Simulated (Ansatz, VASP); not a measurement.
Two plane-wave programs on Sb

```xyz
1
Lattice="3.1600 0.0000 0.0000 0.0000 3.0415 0.0000 0.0000 0.0000 3.1600" Properties=species:S:1:pos:R:3 pbc="T T T"
Sb    0.0000    0.0000    0.0000
```

Change from the starting cell: strain -0.0375 x Voigt [0, 1, 0, 0, 0, 0], atoms carried along.

Alike in both runs: task single point; functional r2SCAN; k mesh 16 × 16 × 16; occupations gaussian, width 0.15 eV; no spin polarisation.

```csv
,VASP,Ansatz
version,VASP 6.6.1,Ansatz 0.2.0
potentials or method,"VASP PAW PBE potentials, release 64 (Sb), cutoff 520 eV","scalar-relativistic, plane waves, PAW"
valence electrons in the cell,5,15
```

|  | VASP | Ansatz | Ansatz less VASP |
| --- | --- | --- | --- |
| gap on the k mesh at the Fermi level (eV) | none | none | - |
| pressure (GPa) | -1.7 | -1.7 | -0.01 |
| traceless stress, the component that is largest in VASP (GPa) | 2.36 | 2.35 | -0.018 |

VASP's potentials were made for PBE, not for r2SCAN. A gap of «none» marks a metal or a gap that the smearing closes. The functional is the same, so the differences come from potentials, cutoffs and numerics. VASP's potentials hold 5 valence electrons a cell and Ansatz's 15, so a difference there can come from the potentials and not from the codes.

Neither program's run includes spin-orbit coupling.
